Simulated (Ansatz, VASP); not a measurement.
# Two plane-wave programs on H6Os

```xyz
7
Lattice="0.0000 2.8888 2.8888 2.8888 0.0000 2.8888 2.8888 2.8888 0.0000" Properties=species:S:1:pos:R:3 pbc="T T T"
H     1.7328    2.8888    2.8888
H     4.0447    2.8888    2.8888
H     2.8888    1.7328    2.8888
H     2.8888    4.0447    2.8888
H     2.8888    2.8888    1.7328
H     2.8888    2.8888    4.0447
Os    0.0000    0.0000    0.0000
```

Change from the starting cell: ordered vacancies on the cation sites of rhenium trioxide (Fm-3m, No. 225).

Alike in both runs: functional PBE; k mesh 12 × 12 × 12; occupations gaussian, width 0.1 eV; collinear spin.

Ansatz relaxed the structure, and its values are those at the end. VASP's run is a single point on that final structure, the one shown.

|  | VASP | Ansatz |
| --- | --- | --- |
| version | VASP 6.6.1 | Ansatz 0.2.0 |
| potentials or method | VASP PAW PBE potentials, release 64 (H, Os), cutoff 520 eV | scalar-relativistic, plane waves, PAW |
| valence electrons in the cell | 14 | 22 |

```csv
,VASP,Ansatz,Ansatz less VASP
gap on the k mesh at the Fermi level (eV),none,none,-
pressure (GPa),-3.4,0.0,+3.42
rms of the force components (eV/Å),0.020,0.000,-0.0194
net moment per atom (μB),0.00,0.26,+0.257
size of the moment on the site where the two differ most (μB),0.01,0.73,+0.726
```

The net moments are unlike, so the other rows may belong to different states. Site moments also hang on the region over which each program counts them. A gap of «none» marks a metal or a gap that the smearing closes. VASP's potentials hold 14 valence electrons a cell and Ansatz's 22, so a difference there can come from the potentials and not from the codes.

Spin-orbit coupling is off throughout.
